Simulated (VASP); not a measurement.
The system is Mo.

```
CELL_PARAMETERS angstrom
0.00000 2.04152 2.04152
2.04152 0.00000 2.04152
2.04152 2.04152 0.00000
ATOMIC_POSITIONS crystal
Mo 0.00000 0.00000 0.00000
```

Base run:

* Program: VASP 6.6.1
* Functional: BLYP
* Dispersion: D3(BJ)
* Potentials or basis: VASP PAW PBE potentials, release 64 (Mo_sv)
* Cutoff: 520 eV
* k mesh: 11 × 11 × 11
* Occupations: fermi-dirac, width 0.05 eV
* Spin: non-collinear spin, zero start, spin-orbit coupling
* Starting moments: [[0.0, 0.0, 0.0]] μB

Its results: pressure -18.6 GPa; net moment 0.00 μB per cell.

The run is repeated on the same cell with these changes: dispersion from D3(BJ) to none; k mesh from 11 × 11 × 11 to 8 × 8 × 8. What comes out?

Pressure -3.6 GPa; net moment 0.00 μB per cell.

Several settings changed at once, so the effect can't be laid on one alone.

Caveats: the PAW data sets were made with another functional, which shifts forces and pressure a little; three body term missing (some runs).
